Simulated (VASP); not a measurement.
# TiBiTe3 (P6/mmm) in VASP: single point with PBE

Aim: the single point of TiBiTe3 with PBE.

Everything below comes from runs of VASP 6.6.1. Logs are shortened: lines on timing, memory, paths and dates and some standing lists are left out, and cuts for length are marked.

## Step 1: The cell of the first run

Symmetry: P6/mmm, No. 191, hexagonal system. Conventional cell: a = 5.304 Å, b = 5.304 Å, c = 6.916 Å, α = 90.00°, β = 90.00°, γ = 120.00°. Within 4.5 Å of Ti (site symmetry 6/mmm) lie 2 Bi at 3.46 Å and 12 Te at 4.36 Å. Bi (site symmetry 6/mmm) has 6 Te at 2.65 Å and 2 Ti at 3.46 Å within 3.5 Å. Within 3.5 Å of Te (site symmetry mmm) lie 4 Te at 2.65 Å and 2 Bi at 2.65 Å.

## Step 2: Single point, PBE

INCAR

```
SYSTEM = TiBiTe3
PREC     = Accurate       ! precision mode
ENCUT    = 520            ! plane-wave cutoff, eV
EDIFF    = 1E-6           ! SCF threshold, eV
ISMEAR   = 0              ! smearing method
SIGMA    = 0.1            ! smearing width, eV
LREAL    = .False.        ! projectors in reciprocal space
LASPH    = .True.         ! aspherical terms in the spheres
NELM     = 100            ! most SCF steps
ALGO     = Normal         ! electronic algorithm
ISIF     = 2              ! what is computed and relaxed
LWAVE    = .False.        ! write WAVECAR
LCHARG   = .False.        ! write CHGCAR
GGA      = PE             ! functional
NBANDS   = 30             ! bands
```

KPOINTS

```
Automatic mesh
0
Gamma
  6 6 4
  0 0 0
```

POSCAR

```
TiBiTe3
1.0
    5.3041029500      0.0000000000      0.0000000000
   -2.6520514700      4.5934879000      0.0000000000
    0.0000000000      0.0000000000      6.9162856200
Ti Bi Te
1 1 3
Direct
    0.0000000000      0.0000000000      0.0000000000
    0.0000000000      0.0000000000      0.5000000000
    0.5000000000      0.0000000000      0.5000000000
    0.0000000000      0.5000000000      0.5000000000
    0.5000000000      0.5000000000      0.5000000000
```

Potentials or basis: VASP PAW PBE potentials, release 64 (Ti_sv, Bi_d, Te).

Run with:

```sh
$ cat potpaw_PBE.64/Ti_sv/POTCAR potpaw_PBE.64/Bi_d/POTCAR potpaw_PBE.64/Te/POTCAR > POTCAR
$ mpirun -np 1 vasp_std > vasp.out
```

OUTCAR:

```text
SYSTEM = TiBiTe3
   PREC = Accurate
   ENCUT = 520
   EDIFF = 1E-6
   ISMEAR = 0
   LREAL = .False.
   LASPH = .True.
   NELM = 100
   ISIF = 2
   GGA = PE

 ion  position               nearest neighbor table
   1  0.000  0.000  0.000-
   2  0.000  0.000  0.500-   4 2.65   4 2.65   3 2.65   3 2.65   5 2.65   5 2.65
   3  0.500  0.000  0.500-   5 2.65   5 2.65   2 2.65   2 2.65   4 2.65   4 2.65
   4  0.000  0.500  0.500-   2 2.65   2 2.65   5 2.65   5 2.65   3 2.65   3 2.65
   5  0.500  0.500  0.500-   3 2.65   3 2.65   4 2.65   4 2.65   2 2.65   2 2.65

  LATTYP: Found a hexagonal cell.
 ALAT       =     5.3041029500
 C/A-ratio  =     1.3039501090

  Lattice vectors:

 A1 = (   5.3041029500,   0.0000000000,   0.0000000000)
 A2 = (  -2.6520514700,   4.5934879000,   0.0000000000)
 A3 = (   0.0000000000,   0.0000000000,   6.9162856200)

Analysis of symmetry for initial positions (statically):
=====================================================================
 Subroutine PRICEL returns:
 Original cell was already a primitive cell.

 Routine SETGRP: Setting up the symmetry group for a
 hexagonal supercell.

 Subroutine GETGRP returns: Found 24 space group operations
 (whereof 24 operations were pure point group operations)
 out of a pool of 24 trial point group operations.

The static configuration has the point symmetry D_6h.

Analysis of symmetry for dynamics (positions and initial velocities):
=====================================================================
 Subroutine PRICEL returns:
 Original cell was already a primitive cell.

 Routine SETGRP: Setting up the symmetry group for a
 hexagonal supercell.

 Subroutine GETGRP returns: Found 24 space group operations
 (whereof 24 operations were pure point group operations)
 out of a pool of 24 trial point group operations.

The dynamic configuration has the point symmetry D_6h.

 Subroutine INISYM returns: Found 24 space group operations
 (whereof 24 operations are pure point group operations),
 and found     1 'primitive' translations

----------------------------------------------------------------------------------------

                                     Primitive cell

  volume of cell :     168.5107

  direct lattice vectors                    reciprocal lattice vectors
     5.304102950  0.000000000  0.000000000     0.188533294  0.108849748  0.000000000
    -2.652051470  4.593487900  0.000000000     0.000000000  0.217699496  0.000000000
     0.000000000  0.000000000  6.916285620     0.000000000  0.000000000  0.144586279

  length of vectors
     5.304102950  5.304102948  6.916285620     0.217699496  0.217699496  0.144586279

  position of ions in fractional coordinates (direct lattice)
     0.000000000  0.000000000  0.000000000
     0.000000000  0.000000000  0.500000000
     0.500000000  0.000000000  0.500000000
     0.000000000  0.500000000  0.500000000
     0.500000000  0.500000000  0.500000000

  ion indices of the primitive-cell ions
   primitive index   ion index
                 1           1
                 2           2
                 3           3
                 4           4
                 5           5

----------------------------------------------------------------------------------------

 KPOINTS: Automatic mesh

Automatic generation of k-mesh.
 Grid dimensions read from file:
 generate k-points for:    6    6    4

 Generating k-lattice:

  Cartesian coordinates                     Fractional coordinates (reciprocal lattice)
     0.031422216  0.018141625  0.000000000     0.166666667  0.000000000  0.000000000
     0.000000000  0.036283249  0.000000000     0.000000000  0.166666667  0.000000000
     0.000000000  0.000000000  0.036146570     0.000000000  0.000000000  0.250000000

  Length of vectors
     0.036283249  0.036283249  0.036146570

  Shift w.r.t. Gamma in fractional coordinates (k-lattice)
     0.000000000  0.000000000  0.000000000

 Subroutine IBZKPT returns following result:
 ===========================================

 Found     21 irreducible k-points:

 Following reciprocal coordinates:
            Coordinates               Weight
  0.000000  0.000000  0.000000      1.000000
  0.166667 -0.000000  0.000000      6.000000
  0.333333 -0.000000  0.000000      6.000000
  0.500000  0.000000  0.000000      3.000000
  0.166667  0.166667  0.000000      6.000000
  0.333333  0.166667  0.000000     12.000000
[... 13 lines left out ...]
  0.333333  0.166667  0.500000     12.000000
  0.333333  0.333333  0.500000      2.000000
   k-points           NKPTS =     21   k-points in BZ     NKDIM =     21   number of bands    NBANDS=     30
   number of dos      NEDOS =    301   number of ions     NIONS =      5
   total plane-waves  NPLWV =  86400
   dimension x,y,z NGX =    40 NGY =   40 NGZ =   54
   dimension x,y,z NGXF=    80 NGYF=   80 NGZF=  108
   ions per type =               1   1   3
   NGX,Y,Z   is equivalent  to a cutoff of  12.54, 12.54, 12.98 a.u.
   NGXF,Y,Z  is equivalent  to a cutoff of  25.07, 25.07, 25.96 a.u.
 SYSTEM =  TiBiTe3
   PREC   = accura    normal or accurate (medium, high low for compatibility)
   ISTART =      0    job   : 0-new  1-cont  2-samecut
   ICHARG =      2    charge: 1-file 2-atom 10-const
   ISPIN  =      1    spin polarized calculation?
   LNONCOLLINEAR =      F non collinear calculations
   LSORBIT =      F    spin-orbit coupling
   LASPH  =      T    aspherical Exc in radial PAW
   ENCUT  =  520.0 eV  38.22 Ry    6.18 a.u.   9.86  9.86 12.86*2*pi/ulx,y,z
   NELM   =    100;   NELMIN=  2; NELMDL= -5     # of ELM steps
   EDIFF  = 0.1E-05   stopping-criterion for ELM
   LREAL  =      F    real-space projection
   EDIFFG = 0.1E-04   stopping-criterion for IOM
   NSW    =      0    number of steps for IOM
   IBRION =     -1    ionic relax: 0-MD 1-quasi-New 2-CG
   NFREE  =      0    steps in history (QN), initial steepest desc. (CG)
   ISIF   =      2    stress and relaxation
   ISYM   =      2    0-nonsym 1-usesym 2-fastsym
   POTIM  = 0.5000    time-step for ionic-motion
   TEBEG  =    0.0;   TEEND  =   0.0 temperature during run
   PSTRESS=    0.0 pullay stress
   NELECT =      45.0000    total number of electrons
   NUPDOWN=      -1.0000    fix difference up-down
   EMIN   =  10.00;   EMAX   =-10.00  energy-range for DOS
   EFERMI =   0.00;   METHOD = LEGACY
   ISMEAR =     0;   SIGMA  =   0.10  broadening in eV -4-tet -1-fermi 0-gaus
   EFERMI_NEDOS =   21; number of points for ismear=-14 and -15
   IALGO  =     38    algorithm
   IMIX   =      4    mixing-type and parameters
     AMIX     =   0.40;   BMIX     =  1.00
     AMIX_MAG =   1.60;   BMIX_MAG =  1.00
  volume/ion in A,a.u.               =      33.70       227.43
  Fermi-wavevector in a.u.,A,eV,Ry     =   1.054233  1.992211 15.121607  1.111407
  Thomas-Fermi vector in A             =   2.189385
   LORBIT       =      0    0 simple, 1 ext, 2 COOP (PROOUT), +10 PAW based schemes
   GGA     = PE    functional components
   LHFCALC =     F    Hartree Fock is set to
   AEXX    =    0.0000 exact exchange contribution
   IVDW    =     0    specifies the selected vdW correction
   LEPSILON=     F    determine dielectric tensor
   LRPA    =     F    only Hartree local field effects (RPA)
 non-spin polarized calculation
 Gauss-broadening in eV      SIGMA  =   0.10
  energy-cutoff  :      520.00
  volume of cell :      168.51
 maximum number of plane-waves:      4557
 NGX is ok and might be reduce to    40
   NGX = 19   NGY = 19   NGZ = 25

 number of electron      45.0000009 magnetization

 Free energy of the ion-electron system (eV)
  ---------------------------------------------------
  ext. energy  EPLUGINS =         0.00000000
  ---------------------------------------------------
  free energy    TOTEN  =        -5.37206883 eV

  energy without entropy =       -5.27433343  energy(sigma->0) =       -5.32320113

 E-fermi :   6.1203     XC(G=0):  -8.6176

 val. band max:        6.1138693204   @ k =   0.1667   0.1667   0.2500
 cond. band min:       6.1234371984   @ k =   0.1667  -0.0000   0.0000
 fundamental gap:      0.0095678780
 Fermi energy:         6.1203053786

 k-point     1 :       0.0000    0.0000    0.0000
  band No.  band energies     occupation
      1     -51.9811      2.00000
      2     -28.2633      2.00000
      3     -28.2633      2.00000
      4     -28.1840      2.00000
      5     -17.9829      2.00000
      6     -17.9829      2.00000
[... 22 lines left out ...]
     29       9.9564      0.00000
     30       9.9564      0.00000

 k-point     2 :       0.1667   -0.0000    0.0000
  band No.  band energies     occupation
      1     -51.9811      2.00000
      2     -28.2634      2.00000
      3     -28.2634      2.00000
      4     -28.1839      2.00000
      5     -17.9866      2.00000
      6     -17.9830      2.00000
[... 22 lines left out ...]
     29       9.4985      0.00000
     30       9.9109      0.00000

 k-point     3 :       0.3333   -0.0000    0.0000
  band No.  band energies     occupation
      1     -51.9811      2.00000
      2     -28.2635      2.00000
      3     -28.2634      2.00000
      4     -28.1839      2.00000
      5     -17.9941      2.00000
      6     -17.9832      2.00000
[... 22 lines left out ...]
     29       7.8895      0.00000
     30       9.7457      0.00000

 k-point     4 :       0.5000    0.0000    0.0000
  band No.  band energies     occupation
      1     -51.9811      2.00000
      2     -28.2636      2.00000
      3     -28.2634      2.00000
      4     -28.1839      2.00000
      5     -17.9979      2.00000
      6     -17.9832      2.00000
[... 517 lines left out ...]
     29       8.3141      0.00000
     30       8.7326      0.00000

 k-point    20 :       0.3333    0.1667    0.5000
  band No.  band energies     occupation
      1     -51.9811      2.00000
      2     -28.2635      2.00000
      3     -28.2634      2.00000
      4     -28.1840      2.00000
      5     -17.9954      2.00000
      6     -17.9858      2.00000
[... 22 lines left out ...]
     29       8.3148      0.00000
     30       8.8188      0.00000

 k-point    21 :       0.3333    0.3333    0.5000
  band No.  band energies     occupation
      1     -51.9811      2.00000
      2     -28.2635      2.00000
      3     -28.2635      2.00000
      4     -28.1840      2.00000
      5     -17.9915      2.00000
      6     -17.9915      2.00000
[... 22 lines left out ...]
     29       8.4811      0.00000
     30       8.6665      0.00000

------------------------ aborting loop because EDIFF is reached ----------------------------------------

  FORCE on cell =-STRESS in cart. coord.  units (eV):
  Direction    XX          YY          ZZ          XY          YZ          ZX
  --------------------------------------------------------------------------------------
  -------------------------------------------------------------------------------------
  Total       61.4757689     61.4757690     -5.9142392      0.0000001     -0.0000000     -0.0000000
  in kB      584.5034924    584.5034927    -56.2318053      0.0000006     -0.0000000     -0.0000000
  external PRESSURE =     370.9250599 kB  Pullay stress =       0.0000000 kB

 VOLUME and BASIS-vectors are now :
 -----------------------------------------------------------------------------
  energy-cutoff  :      520.00
  volume of cell :      168.51
      direct lattice vectors                 reciprocal lattice vectors
     5.304102950  0.000000000  0.000000000     0.188533294  0.108849748  0.000000000
    -2.652051470  4.593487900  0.000000000     0.000000000  0.217699496  0.000000000
     0.000000000  0.000000000  6.916285620     0.000000000  0.000000000  0.144586279

 POSITION                                       TOTAL-FORCE (eV/Angst)
 -----------------------------------------------------------------------------------
      0.00000      0.00000      0.00000        -0.000000      0.000000      0.000000
      0.00000      0.00000      3.45814         0.000000      0.000000      0.000000
      2.65205      0.00000      3.45814        -0.000000      0.000000      0.000000
     -1.32603      2.29674      3.45814         0.000000      0.000000      0.000000
      1.32603      2.29674      3.45814         0.000000      0.000000      0.000000
 -----------------------------------------------------------------------------------
    total drift:                                0.000000      0.000000     -0.000000

  FREE ENERGIE OF THE ION-ELECTRON SYSTEM (eV)
  ---------------------------------------------------
  free  energy   TOTEN  =        -5.3720688334 eV

  energy  without entropy=       -5.2743334350  energy(sigma->0) =       -5.32320113
```

It took 72 s on 1 thread of Intel Xeon 6975P-C (Granite Rapids), shared host; peak memory 0.34 GiB.

Results:

| Quantity | Value |
| --- | --- |
| Free energy | -5.3721 eV |
| Pressure | 37.1 GPa |

Levels at points of the mesh, in eV from the Fermi level:
| k point | band 20 | band 21 | band 22 | band 23 | band 24 | band 25 |
| --- | --- | --- | --- | --- | --- | --- |
| (0.00, 0.00, 0.00) | -1.06 | -0.21 | 0.01 | 0.01 | 0.01 | 0.03 |
| (0.50, 0.00, 0.00) | -1.53 | -1.03 | -0.66 | -0.09 | 0.20 | 0.20 |
| (0.00, 0.00, 0.50) | -1.17 | -0.64 | 0.13 | 0.13 | 0.19 | 0.19 |
| (0.50, 0.00, 0.50) | -1.57 | -1.48 | -0.07 | -0.02 | 0.11 | 0.14 |

Caveat: spin-orbit coupling is left out, which moves the levels of the heavy elements.
